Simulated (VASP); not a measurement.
Here is a VASP 6.6.1 calculation.

INCAR

```
SYSTEM = GaN
  ALGO = Normal
  EDIFF = 1E-7
  ENCUT = 520
  GGA = PE
  ISIF = 2
  ISMEAR = 0
  LASPH = .TRUE.
  LCHARG = .FALSE.
  LREAL = .FALSE.
  LWAVE = .FALSE.
  NBANDS = 26
  NELM = 100
  PREC = Accurate
  SIGMA = 0.05
```

KPOINTS

```
k-points
0
G
  12 12 6
  0 0 0
```

POSCAR

```
GaN
1.0
    3.2184289119      0.0000000000      0.0000000000
   -1.6092144560      2.7872411979      0.0000000000
    0.0000000000      0.0000000000      5.4003213440
Ga N
2 2
Direct
    0.3333333333      0.6666666667      0.9991316867
    0.6666666667      0.3333333333      0.4991316867
    0.3333333333      0.6666666667      0.3758683133
    0.6666666667      0.3333333333      0.8758683133
```

Potentials or basis: VASP PAW PBE potentials, release 64 (Ga_d, N).

Command:

```bash
$ cat potpaw_PBE.64/Ga_d/POTCAR potpaw_PBE.64/N/POTCAR > POTCAR
$ mpirun -np 1 vasp_std > vasp.out
```

**Question.** Estimate the pressure.

**Answer.** -4.4 GPa.

**Question.** What does it give for the band gap on the k mesh?

**Answer.** 1.43 eV.

Stress tensor (GPa, compression positive):
```
 -1.39   0.00   0.00
  0.00  -1.39   0.00
  0.00   0.00 -10.40
```

Caveat: the cell differs from its parent crystal (strain +0.000 along x and y, +0.030 along z); the cell stands under tension.
